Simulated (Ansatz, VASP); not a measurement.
One calculation of PtS2, two programs

```
CELL_PARAMETERS angstrom
3.55262 0.00000 0.00000
-1.77631 3.07666 0.00000
0.00000 0.00000 5.12283
ATOMIC_POSITIONS crystal
Pt 0.00000 0.00000 0.00000
S 0.33333 0.66667 0.23925
S 0.66667 0.33333 0.76075
```

Alike in both runs: task single point; functional LDA; k mesh 12 × 12 × 6; no spin polarisation.

|  | VASP | Ansatz |
| --- | --- | --- |
| version | VASP 6.6.1 | Ansatz 0.2.0 |
| potentials or method | VASP PAW LDA potentials, release 64 (Pt, S) | plane waves, PAW |
| plane-wave cutoff (eV) | 500 | 420 |
| occupations | gaussian, width 0.01 eV | fixed |
| valence electrons in the cell | 22 | 30 |

Ansatz gave:

- gap on the k mesh at the Fermi level (eV): 0.60
- pressure (GPa): -4.0
- traceless stress, the component that is largest in VASP (GPa): -0.47
- rms of the force components (eV/Å): 0.161

Estimate VASP's values.

gap on the k mesh at the Fermi level (eV): 0.60; pressure (GPa): -4.1; traceless stress, the component that is largest in VASP (GPa): -0.45; rms of the force components (eV/Å): 0.160.

LDA's correlation is that of Perdew and Zunger in VASP and of Perdew and Wang (1992) in Ansatz. Atom by atom the forces differ by 0.001 eV/Å (rms over components). VASP's potentials hold 22 valence electrons a cell and Ansatz's 30, so a difference there can come from the potentials and not from the codes.

Spin-orbit coupling is off throughout.
